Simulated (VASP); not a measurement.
C:

```
C
1.0
    -1.19400    1.19400    1.19400
     1.19400   -1.19400    1.19400
     1.19400    1.19400   -1.19400
C
1
Direct
  0.00000 0.00000 0.00000
```

Base run:

* Program: VASP 6.6.1
* Functional: r2SCAN
* Potentials or basis: VASP PAW PBE potentials, release 64 (C)
* Cutoff: 520 eV
* k mesh: 21 × 21 × 21
* Occupations: fermi-dirac, width 0.1 eV
* Spin: no spin polarisation

Its results: band gap on the k mesh zero (band 2 reaches 17.88 eV, above the bottom of band 3 at 3.14 eV); pressure -0.2 GPa.

The run is repeated on the same cell with these changes: k mesh from 21 × 21 × 21 to 18 × 18 × 18; further incar settings from ALGO = Normal; EDIFF = 1e-06; NBANDS = 8 to ALGO = Normal; EDIFF = 1e-07; NBANDS = 8. What comes out?

Band gap on the k mesh zero (band 2 reaches 17.88 eV, above the bottom of band 3 at 3.14 eV); pressure 0.2 GPa.

Caveats: the PAW data sets were made with another functional, which shifts forces and pressure a little.
